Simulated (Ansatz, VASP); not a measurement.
**Two plane-wave programs on KTaO3**

The input INCAR:

```
PREC = Accurate
ENCUT = 520
EDIFF = 1E-6
ISMEAR = 0
SIGMA = 0.05
LREAL = False
LASPH = True
NELM = 100
ALGO = Normal
ISIF = 2
LWAVE = False
LCHARG = True
GGA = PE
LELF = True
LVHAR = True
NBANDS = 27
```

Contents of KPOINTS:

```
regular mesh
0
Gamma
  8 8 8
```

File POSCAR:

```
KTaO3
1.0
    3.9310716720      0.0000000000      0.0000000000
    0.0000000000      3.9310716720      0.0000000000
    0.0000000000      0.0000000000      4.0248506931
K Ta O
1 1 3
Direct
    0.5000000000      0.5000000000      0.5000000000
    0.0000000000      0.0000000000      0.0000000000
    0.5000000000      0.0000000000      0.0000000000
    0.0000000000      0.5000000000      0.0000000000
    0.0000000000      0.0000000000      0.5000000000
```

Input for Ansatz:

```yaml
crystal:
  lattice:
    - [3.931071672, 0.0, 0.0]
    - [0.0, 3.931071672, 0.0]
    - [0.0, 0.0, 4.0248506931]
  atoms:
    - { symbol: K, position: [0.5, 0.5, 0.5] }
    - { symbol: Ta, position: [0.0, 0.0, 0.0] }
    - { symbol: O, position: [0.5, 0.0, 0.0] }
    - { symbol: O, position: [0.0, 0.5, 0.0] }
    - { symbol: O, position: [0.0, 0.0, 0.5] }
basis:
  ecutwfc: 520.0
kpoints:
  mp_grid: { grid: [8, 8, 8] }
hamiltonian:
  xc: pbe
scf:
  occupations: { method: gaussian, width: 0.05 }
output:
  forces: true
  stress: true
  eigenvalues: true
```

Change from the starting cell: normal strain along x -0.0233, normal strain along y -0.0233.

Alike in both runs: task single point; functional PBE; k mesh 8 × 8 × 8; occupations gaussian, width 0.05 eV; no spin polarisation.

|  | VASP | Ansatz |
| --- | --- | --- |
| version | VASP 6.6.1 | Ansatz 0.2.0 |
| potentials or method | VASP PAW PBE potentials, release 64 (K_sv, Ta_pv, O), cutoff 520 eV | scalar-relativistic, plane waves, PAW |
| valence electrons in the cell | 38 | 40 |

|  | VASP | Ansatz | Ansatz less VASP |
| --- | --- | --- | --- |
| gap on the k mesh at the Fermi level (eV) | 2.19 | 2.24 | +0.048 |
| least direct gap on the mesh (eV) | 2.80 | 2.83 | +0.037 |
| pressure (GPa) | 10.8 | 10.0 | -0.75 |
| traceless stress, the component that is largest in VASP (GPa) | -6.37 | -6.26 | +0.111 |

VASP's potentials hold 38 valence electrons a cell and Ansatz's 40, so a difference there can come from the potentials and not from the codes.

Spin-orbit coupling is off throughout.
